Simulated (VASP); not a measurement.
# BN (Pm-3m) in VASP: a series of runs

BN is run at these levels: r2SCAN, r2SCAN+rVV10; tasks: single point.

All numbers are computed with VASP 6.6.1; they aren't measurements. Logs are shortened: lines on timing, memory, paths and dates and some standing lists are left out, and cuts for length are marked.

### Step 1. The cell of the first run

The structure is cubic, space group Pm-3m (No. 221). Conventional cell: a = 2.315 Å, b = 2.315 Å, c = 2.315 Å, α = 90.00°, β = 90.00°, γ = 90.00°. B (site symmetry m-3m) has 8 N at 2.00 Å and 6 B at 2.31 Å within 2.7 Å. N (site symmetry m-3m) has 8 B at 2.00 Å and 6 N at 2.31 Å within 2.7 Å.

### Step 2. Single point, r2SCAN

File POSCAR:

```
BN
1.0
    2.3148041895      0.0000000000      0.0000000000
    0.0000000000      2.3148041895      0.0000000000
    0.0000000000      0.0000000000      2.3148041895
B N
1 1
Direct
    0.0000000000      0.0000000000      0.0000000000
    0.5000000000      0.5000000000      0.5000000000
```

File INCAR.step1:

```
  ALGO = Normal
  EDIFF = 1E-4
  ENCUT = 520
  GGA = PE
  ISMEAR = -1
  LASPH = T
  LCHARG = F
  LREAL = F
  LWAVE = T
  NBANDS = 11
  NELM = 60
  PREC = Accurate
  SIGMA = 0.02
```

File INCAR.step2:

```
  ALGO = Normal
  EDIFF = 1E-6
  ENCUT = 520
  ISIF = 2
  ISMEAR = -1
  ISTART = 1
  LASPH = T
  LCHARG = F
  LMIXTAU = T
  LREAL = F
  LWAVE = F
  METAGGA = R2SCAN
  NBANDS = 11
  NELM = 60
  PREC = Accurate
  SIGMA = 0.02
```

File KPOINTS:

```
k-points
0
Gamma
  8 8 8
```

Potentials or basis: VASP PAW PBE potentials, release 64 (B, N).

Started as:

```console
$ cat potpaw_PBE.64/B/POTCAR potpaw_PBE.64/N/POTCAR > POTCAR
$ cp INCAR.step1 INCAR
$ mpirun -np 1 vasp_std > vasp.out
$ cp INCAR.step2 INCAR
$ mpirun -np 1 vasp_std > vasp.out
```

OUTCAR:

```text
EDIFF = 1E-6
   ENCUT = 520
   ISIF = 2
   ISMEAR = -1
   ISTART = 1
   LASPH = T
   LREAL = F
   METAGGA = R2SCAN
   NELM = 60
   PREC = Accurate

 ion  position               nearest neighbor table
   1  0.000  0.000  0.000-
   2  0.500  0.500  0.500-

  LATTYP: Found a simple cubic cell.
 ALAT       =     2.3148041895

  Lattice vectors:

 A1 = (   2.3148041895,   0.0000000000,   0.0000000000)
 A2 = (   0.0000000000,   2.3148041895,   0.0000000000)
 A3 = (   0.0000000000,   0.0000000000,   2.3148041895)

Analysis of symmetry for initial positions (statically):
=====================================================================
 Subroutine PRICEL returns:
 Original cell was already a primitive cell.

 Routine SETGRP: Setting up the symmetry group for a
 simple cubic supercell.

 Subroutine GETGRP returns: Found 48 space group operations
 (whereof 48 operations were pure point group operations)
 out of a pool of 48 trial point group operations.

The static configuration has the point symmetry O_h .

Analysis of symmetry for dynamics (positions and initial velocities):
=====================================================================
 Subroutine PRICEL returns:
 Original cell was already a primitive cell.

 Routine SETGRP: Setting up the symmetry group for a
 simple cubic supercell.

 Subroutine GETGRP returns: Found 48 space group operations
 (whereof 48 operations were pure point group operations)
 out of a pool of 48 trial point group operations.

The dynamic configuration has the point symmetry O_h .

 Subroutine INISYM returns: Found 48 space group operations
 (whereof 48 operations are pure point group operations),
 and found     1 'primitive' translations

----------------------------------------------------------------------------------------

                                     Primitive cell

  volume of cell :      12.4035

  direct lattice vectors                    reciprocal lattice vectors
     2.314804190  0.000000000  0.000000000     0.432001983  0.000000000  0.000000000
     0.000000000  2.314804190  0.000000000     0.000000000  0.432001983  0.000000000
     0.000000000  0.000000000  2.314804190     0.000000000  0.000000000  0.432001983

  length of vectors
     2.314804190  2.314804190  2.314804190     0.432001983  0.432001983  0.432001983

  position of ions in fractional coordinates (direct lattice)
     0.000000000  0.000000000  0.000000000
     0.500000000  0.500000000  0.500000000

  ion indices of the primitive-cell ions
   primitive index   ion index
                 1           1
                 2           2

----------------------------------------------------------------------------------------

 KPOINTS: k-points

Automatic generation of k-mesh.
 Grid dimensions read from file:
 generate k-points for:    8    8    8

 Generating k-lattice:

  Cartesian coordinates                     Fractional coordinates (reciprocal lattice)
     0.054000248  0.000000000  0.000000000     0.125000000  0.000000000  0.000000000
     0.000000000  0.054000248  0.000000000     0.000000000  0.125000000  0.000000000
     0.000000000  0.000000000  0.054000248     0.000000000  0.000000000  0.125000000

  Length of vectors
     0.054000248  0.054000248  0.054000248

  Shift w.r.t. Gamma in fractional coordinates (k-lattice)
     0.000000000  0.000000000  0.000000000

 Subroutine IBZKPT returns following result:
 ===========================================

 Found     35 irreducible k-points:

 Following reciprocal coordinates:
            Coordinates               Weight
  0.000000  0.000000  0.000000      1.000000
  0.125000  0.000000  0.000000      6.000000
  0.250000  0.000000  0.000000      6.000000
  0.375000  0.000000  0.000000      6.000000
  0.500000  0.000000  0.000000      3.000000
  0.125000  0.125000  0.000000     12.000000
[... 16 lines left out ...]
  0.375000  0.375000  0.125000     24.000000
  0.500000  0.375000  0.125000     24.000000
 [... further k-points ...]
   k-points           NKPTS =     35   k-points in BZ     NKDIM =     35   number of bands    NBANDS=     11
   number of dos      NEDOS =    301   number of ions     NIONS =      2
   total plane-waves  NPLWV =   5832
   dimension x,y,z NGX =    18 NGY =   18 NGZ =   18
   dimension x,y,z NGXF=    36 NGYF=   36 NGZF=   36
   ions per type =               1   1
   NGX,Y,Z   is equivalent  to a cutoff of  12.93, 12.93, 12.93 a.u.
   NGXF,Y,Z  is equivalent  to a cutoff of  25.85, 25.85, 25.85 a.u.
 SYSTEM =  unknown system
   PREC   = accura    normal or accurate (medium, high low for compatibility)
   ISTART =      1    job   : 0-new  1-cont  2-samecut
   ICHARG =      0    charge: 1-file 2-atom 10-const
   ISPIN  =      1    spin polarized calculation?
   LNONCOLLINEAR =      F non collinear calculations
   LSORBIT =      F    spin-orbit coupling
   LASPH  =      T    aspherical Exc in radial PAW
   ENCUT  =  520.0 eV  38.22 Ry    6.18 a.u.   4.30  4.30  4.30*2*pi/ulx,y,z
   NELM   =     60;   NELMIN=  2; NELMDL=  0     # of ELM steps
   EDIFF  = 0.1E-05   stopping-criterion for ELM
   LREAL  =      F    real-space projection
   EDIFFG = 0.1E-04   stopping-criterion for IOM
   NSW    =      0    number of steps for IOM
   IBRION =     -1    ionic relax: 0-MD 1-quasi-New 2-CG
   NFREE  =      0    steps in history (QN), initial steepest desc. (CG)
   ISIF   =      2    stress and relaxation
   ISYM   =      2    0-nonsym 1-usesym 2-fastsym
   POTIM  = 0.5000    time-step for ionic-motion
   TEBEG  =    0.0;   TEEND  =   0.0 temperature during run
   PSTRESS=    0.0 pullay stress
   NELECT =       8.0000    total number of electrons
   NUPDOWN=      -1.0000    fix difference up-down
   EMIN   =  10.00;   EMAX   =-10.00  energy-range for DOS
   EFERMI =   0.00;   METHOD = LEGACY
   ISMEAR =    -1;   SIGMA  =   0.02  broadening in eV -4-tet -1-fermi 0-gaus
   EFERMI_NEDOS =   21; number of points for ismear=-14 and -15
   IALGO  =     38    algorithm
   IMIX   =      4    mixing-type and parameters
     AMIX     =   0.40;   BMIX     =  1.00
     AMIX_MAG =   1.60;   BMIX_MAG =  1.00
  volume/ion in A,a.u.               =       6.20        41.85
  Fermi-wavevector in a.u.,A,eV,Ry     =   1.414460  2.672941 27.221124  2.000696
  Thomas-Fermi vector in A             =   2.536000
   LORBIT       =      0    0 simple, 1 ext, 2 COOP (PROOUT), +10 PAW based schemes
   METAGGA = R2SCAN    functional components
   LHFCALC =     F    Hartree Fock is set to
   AEXX    =    0.0000 exact exchange contribution
   IVDW    =     0    specifies the selected vdW correction
   LEPSILON=     F    determine dielectric tensor
   LRPA    =     F    only Hartree local field effects (RPA)
 non-spin polarized calculation
  energy-cutoff  :      520.00
  volume of cell :       12.40
 maximum number of plane-waves:       356
 NGX is ok and might be reduce to    18
   NGX =  9   NGY =  9   NGZ =  9

 number of electron       8.0000000 magnetization

 Free energy of the ion-electron system (eV)
  ---------------------------------------------------
  ext. energy  EPLUGINS =         0.00000000
  ---------------------------------------------------
  free energy    TOTEN  =       -11.13520512 eV

  energy without entropy =      -11.13442361  energy(sigma->0) =      -11.13481436

 E-fermi :   9.2369     XC(G=0): -14.2793

 val. band max:        9.1273152438   @ k =   0.3750   0.3750   0.1250
 cond. band min:       9.2751650261   @ k =   0.3750   0.1250   0.0000
 fundamental gap:      0.1478497823
 Fermi energy:         9.2369472133

 k-point     1 :       0.0000    0.0000    0.0000
  band No.  band energies     occupation
      1     -13.3507      2.00000
      2       6.8967      2.00000
      3       6.8967      2.00000
      4       6.8967      2.00000
      5      10.7481      0.00000
      6      21.2687      0.00000
      7      21.2687      0.00000
      8      21.2687      0.00000
      9      21.9372      0.00000
     10      21.9372      0.00000
     11      45.4591      0.00000

 k-point     2 :       0.1250    0.0000    0.0000
  band No.  band energies     occupation
      1     -12.9995      2.00000
      2       4.5953      2.00000
      3       7.1914      2.00000
      4       7.1914      2.00000
      5      11.6942      0.00000
      6      20.0011      0.00000
      7      20.7384      0.00000
      8      20.7384      0.00000
      9      22.3942      0.00000
     10      25.0171      0.00000
     11      43.8693      0.00000

 k-point     3 :       0.2500    0.0000    0.0000
  band No.  band energies     occupation
      1     -11.9780      2.00000
      2       0.7969      2.00000
      3       8.0103      2.00000
      4       8.0103      2.00000
      5      12.6748      0.00000
      6      18.7400      0.00000
      7      19.3167      0.00000
      8      19.3167      0.00000
      9      23.7638      0.00000
     10      30.6278      0.00000
     11      38.4512      0.00000

 k-point     4 :       0.3750    0.0000    0.0000
  band No.  band energies     occupation
      1     -10.4644      2.00000
      2      -2.6305      2.00000
      3       9.0779      1.99930
      4       9.0779      1.99930
      5      13.4199      0.00000
      6      17.5714      0.00000
      7      17.6149      0.00000
      8      17.6149      0.00000
      9      26.0344      0.00000
     10      33.4455      0.00000
     11      37.3209      0.00000

 k-point     5 :       0.5000    0.0000    0.0000
  band No.  band energies     occupation
      1      -9.4234      2.00000
      2      -4.3373      2.00000
      3       9.6589      0.00000
      4       9.6589      0.00000
      5      13.7846      0.00000
      6      16.7669      0.00000
      7      16.7669      0.00000
      8      17.0217      0.00000
      9      28.7224      0.00000
     10      29.8446      0.00000
     11      42.7627      0.00000
[... 211 lines left out ...]
 k-point    21 :       0.3750    0.2500    0.1250
  band No.  band energies     occupation
      1      -8.7561      2.00000
      2      -1.0174      2.00000
      3       3.5760      2.00000
      4       8.0099      2.00000
      5      11.6703      0.00000
      6      15.5073      0.00000
      7      17.0595      0.00000
      8      19.1139      0.00000
      9      32.0846      0.00000
     10      35.4745      0.00000
     11      36.3750      0.00000

 k-point    22 :       0.5000    0.2500    0.1250
  band No.  band energies     occupation
      1      -7.7215      2.00000
      2      -2.6978      2.00000
      3       4.3091      2.00000
      4       8.7003      2.00000
      5      10.3543      0.00000
      6      14.8859      0.00000
      7      16.8520      0.00000
      8      19.4959      0.00000
      9      32.4892      0.00000
     10      35.7031      0.00000
     11      35.9578      0.00000

 k-point    23 :       0.3750    0.3750    0.1250
  band No.  band energies     occupation
      1      -7.2614      2.00000
      2       0.3287      2.00000
      3       0.3415      2.00000
      4       8.3532      2.00000
      5       9.1273      1.99171
      6      15.8856      0.00000
      7      17.2041      0.00000
      8      18.7287      0.00000
      9      32.1380      0.00000
     10      35.3713      0.00000
     11      36.7505      0.00000

 k-point    24 :       0.5000    0.3750    0.1250
  band No.  band energies     occupation
      1      -6.2347      2.00000
      2      -1.3082      2.00000
      3       1.1853      2.00000
      4       7.0822      2.00000
      5       9.3956      0.00072
      6      15.9689      0.00000
      7      16.9332      0.00000
      8      18.7992      0.00000
      9      31.8350      0.00000
     10      35.3796      0.00000
     11      35.6717      0.00000

 [... further k-points ...]

------------------------ aborting loop because EDIFF is reached ----------------------------------------

  FORCE on cell =-STRESS in cart. coord.  units (eV):
  Direction    XX          YY          ZZ          XY          YZ          ZX
  --------------------------------------------------------------------------------------
  -------------------------------------------------------------------------------------
  Total       -0.0635120     -0.0635120     -0.0635120      0.0000000      0.0000000     -0.0000000
  in kB       -8.2039640     -8.2039640     -8.2039640      0.0000000      0.0000000     -0.0000000
  external PRESSURE =      -8.2039640 kB  Pullay stress =       0.0000000 kB

 VOLUME and BASIS-vectors are now :
 -----------------------------------------------------------------------------
  energy-cutoff  :      520.00
  volume of cell :       12.40
      direct lattice vectors                 reciprocal lattice vectors
     2.314804190  0.000000000  0.000000000     0.432001983  0.000000000  0.000000000
     0.000000000  2.314804190  0.000000000     0.000000000  0.432001983  0.000000000
     0.000000000  0.000000000  2.314804190     0.000000000  0.000000000  0.432001983

 POSITION                                       TOTAL-FORCE (eV/Angst)
 -----------------------------------------------------------------------------------
      0.00000      0.00000      0.00000         0.000000      0.000000      0.000000
      1.15740      1.15740      1.15740         0.000000      0.000000      0.000000
 -----------------------------------------------------------------------------------
    total drift:                                0.000000     -0.000000      0.000000

  FREE ENERGIE OF THE ION-ELECTRON SYSTEM (eV)
  ---------------------------------------------------
  free  energy   TOTEN  =       -11.1352051218 eV

  energy  without entropy=      -11.1344236055  energy(sigma->0) =      -11.13481436
```

Run time: 7.5 s. Hardware: 1 thread of Intel Xeon 6975P-C (Granite Rapids), shared host; peak memory 0.11 GiB.

Results:

| Quantity | Value |
| --- | --- |
| Free energy | -11.1352 eV |
| Pressure | -0.8 GPa |
| Band gap on the k mesh | zero (band 4 reaches 10.08 eV, above the bottom of band 5 at 7.17 eV) |

Levels at points of the mesh, in eV from the Fermi level:
```tsv
k point	band 1	band 2	band 3	band 4	band 5	band 6	band 7	band 8
(0.00, 0.00, 0.00)	-22.59	-2.34	-2.34	-2.34	1.51	12.03	12.03	12.03
(0.50, 0.00, 0.00)	-18.66	-13.57	0.42	0.42	4.55	7.53	7.53	7.78
(0.50, 0.50, 0.00)	-14.73	-10.06	-10.06	-3.93	1.58	9.18	9.18	9.90
(0.50, 0.50, 0.50)	-12.02	-5.26	-5.26	-5.26	-1.48	-1.48	-1.48	3.32
```

Caveat: the PAW data sets were made with another functional, which shifts forces and pressure a little.

### Step 3. Single point, r2SCAN+rVV10

POSCAR is that of step 2.

File INCAR.step1:

```
SYSTEM = BN
PREC = Accurate ; ENCUT = 520
ISMEAR = -1 ; SIGMA = 0.02
LREAL = .False. ; LASPH = .True.
NELM = 60 ; NBANDS = 11
GGA = PE ; ALGO = Normal
EDIFF = 1E-4 ; LWAVE = .True.
LCHARG = .False.
```

File INCAR.step2:

```
SYSTEM = BN
PREC = Accurate ; ENCUT = 520
EDIFF = 1E-6 ; ISMEAR = -1
SIGMA = 0.02 ; LREAL = .False.
LASPH = .True. ; NELM = 60
ALGO = Normal ; ISIF = 2
LWAVE = .False. ; LCHARG = .False.
METAGGA = R2SCAN ; LMIXTAU = .True.
LUSE_VDW = .True. ; IVDW_NL = 2
BPARAM = 11.95 ; CPARAM = 0.0093
NBANDS = 11 ; ISTART = 1
```

File KPOINTS:

```
Automatic mesh
0
Gamma
  8 8 8
  0 0 0
```

Potentials or basis: VASP PAW PBE potentials, release 64 (B, N).

Started as:

```console
$ cat potpaw_PBE.64/B/POTCAR potpaw_PBE.64/N/POTCAR > POTCAR
$ cp INCAR.step1 INCAR
$ mpirun -np 1 vasp_std > vasp.out
$ cp INCAR.step2 INCAR
$ mpirun -np 1 vasp_std > vasp.out
```

OUTCAR:

```text
SYSTEM = BN
   PREC = Accurate
   ENCUT = 520
   EDIFF = 1E-6
   ISMEAR = -1
   LREAL = .False.
   LASPH = .True.
   NELM = 60
   ISIF = 2
   METAGGA = R2SCAN
   IVDW_NL = 2
   BPARAM = 11.95
   ISTART = 1

 ion  position               nearest neighbor table
   1  0.000  0.000  0.000-
   2  0.500  0.500  0.500-

  LATTYP: Found a simple cubic cell.
 ALAT       =     2.3148041895

  Lattice vectors:

 A1 = (   2.3148041895,   0.0000000000,   0.0000000000)
[... 523 lines left out ...]

------------------------ aborting loop because EDIFF is reached ----------------------------------------

  FORCE on cell =-STRESS in cart. coord.  units (eV):
  Direction    XX          YY          ZZ          XY          YZ          ZX
  --------------------------------------------------------------------------------------
  -------------------------------------------------------------------------------------
  Total       -0.1209399     -0.1209399     -0.1209399      0.0000000     -0.0000000      0.0000000
  in kB      -15.6220312    -15.6220312    -15.6220312      0.0000000     -0.0000000      0.0000000
  external PRESSURE =     -15.6220312 kB  Pullay stress =       0.0000000 kB

 VOLUME and BASIS-vectors are now :
 -----------------------------------------------------------------------------
  energy-cutoff  :      520.00
  volume of cell :       12.40
      direct lattice vectors                 reciprocal lattice vectors
     2.314804190  0.000000000  0.000000000     0.432001983  0.000000000  0.000000000
     0.000000000  2.314804190  0.000000000     0.000000000  0.432001983  0.000000000
     0.000000000  0.000000000  2.314804190     0.000000000  0.000000000  0.432001983

 POSITION                                       TOTAL-FORCE (eV/Angst)
 -----------------------------------------------------------------------------------
      0.00000      0.00000      0.00000         0.000000      0.000000      0.000000
      1.15740      1.15740      1.15740         0.000000      0.000000      0.000000
 -----------------------------------------------------------------------------------
    total drift:                                0.000000     -0.000000      0.000000

  FREE ENERGIE OF THE ION-ELECTRON SYSTEM (eV)
  ---------------------------------------------------
  free  energy   TOTEN  =       -11.0751278900 eV

  energy  without entropy=      -11.0743518928  energy(sigma->0) =      -11.07473989
```

Run time: 11 s. Hardware: 1 thread of Intel Xeon 6975P-C (Granite Rapids), shared host; peak memory 0.16 GiB.

Results:

```
Free energy            : -11.0751 eV
Pressure               : -1.6 GPa
Band gap on the k mesh : zero (band 4 reaches 10.08 eV, above the bottom of band 5 at 7.17 eV)
```

Caveat: the PAW data sets were made with another functional, which shifts forces and pressure a little.
